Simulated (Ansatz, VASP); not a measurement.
# KCl in VASP and in Ansatz

File INCAR:

```
SYSTEM = KCl
  ALGO = Normal
  EDIFF = 1E-7
  ENCUT = 520
  GGA = PE
  ISIF = 2
  ISMEAR = 0
  LASPH = .True.
  LCHARG = .True.
  LELF = .True.
  LREAL = .False.
  LVHAR = .True.
  LWAVE = .False.
  NBANDS = 15
  NELM = 60
  PREC = Accurate
  SIGMA = 0.02
```

The input KPOINTS:

```
k-points
0
Gamma
  6 6 6
  0 0 0
```

Contents of POSCAR:

```
KCl
1.0
    0.0000000000      3.2037127487      3.2037127487
    3.2037127487      0.0000000000      3.2037127487
    3.2037127487      3.2037127487      0.0000000000
K Cl
1 1
Direct
    0.0000000000      0.0000000000      0.0000000000
    0.5000000000      0.5000000000      0.5000000000
```

Input for Ansatz:

```yaml
crystal:
  lattice:
    - [0.0, 3.2037127487, 3.2037127487]
    - [3.2037127487, 0.0, 3.2037127487]
    - [3.2037127487, 3.2037127487, 0.0]
  atoms:
    - { symbol: K, position: [0.0, 0.0, 0.0] }
    - { symbol: Cl, position: [0.5, 0.5, 0.5] }
basis:
  ecutwfc: 420
kpoints:
  mp_grid: { grid: [6, 6, 6] }
hamiltonian:
  xc: pbe
scf:
  occupations: { method: gaussian, width: 0.02 }
output:
  forces: true
  stress: true
  eigenvalues: true
```

Alike in both runs: task single point; functional PBE; k mesh 6 × 6 × 6; occupations gaussian, width 0.02 eV; no spin polarisation.

|  | VASP | Ansatz |
| --- | --- | --- |
| version | VASP 6.6.1 | Ansatz 0.2.0 |
| potentials or method | VASP PAW PBE potentials, release 64 (K_sv, Cl), cutoff 520 eV | scalar-relativistic, plane waves, PAW |
| valence electrons in the cell | 16 | 16 |

```tsv
	VASP	Ansatz	Ansatz less VASP
gap on the k mesh at the Fermi level (eV)	5.01	5.01	+0.002
least direct gap on the mesh (eV)	5.01	5.01	+0.002
pressure (GPa)	-0.2	-0.2	-0.01
```
